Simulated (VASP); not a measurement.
Input of a VASP 6.6.1 run:

File POSCAR:

```
GaP
1.0
    0.0000000000      2.7625868314      2.6520833581
    2.7625868314      0.0000000000      2.6520833581
    2.7625868314      2.7625868314      0.0000000000
Ga P
1 1
Direct
    0.0000000000      0.0000000000      0.0000000000
    0.7500000000      0.7500000000      0.7500000000
```

INCAR.step1

```
ALGO = Normal
EDIFF = 1E-4
ENCUT = 520
GGA = PE
ISMEAR = 0
LASPH = True
LCHARG = False
LREAL = False
LWAVE = True
NBANDS = 16
NELM = 60
PREC = Accurate
SIGMA = 0.05
```

Contents of INCAR.step2:

```
ALGO = Normal
EDIFF = 1E-6
ENCUT = 520
ISIF = 2
ISMEAR = 0
ISTART = 1
LASPH = True
LCHARG = True
LELF = True
LMIXTAU = True
LREAL = False
LVHAR = True
LWAVE = False
METAGGA = R2SCAN
NBANDS = 16
NELM = 60
PREC = Accurate
SIGMA = 0.05
```

The input KPOINTS:

```
k-points
0
Gamma
  10 10 10
```

Potentials or basis: VASP PAW PBE potentials, release 64 (Ga_d, P).

Launch:

```bash
$ cat potpaw_PBE.64/Ga_d/POTCAR potpaw_PBE.64/P/POTCAR > POTCAR
$ cp INCAR.step1 INCAR
$ mpirun -np 1 vasp_std > vasp.out
$ cp INCAR.step2 INCAR
$ mpirun -np 1 vasp_std > vasp.out
```

(1) Estimate the pressure.

(2) Predict the band gap on the k mesh.

## Answers

(1) -0.1 GPa.

(2) 1.46 eV (least direct gap 2.18 eV).

Caveat: the PAW data sets were made with another functional, which shifts forces and pressure a little.
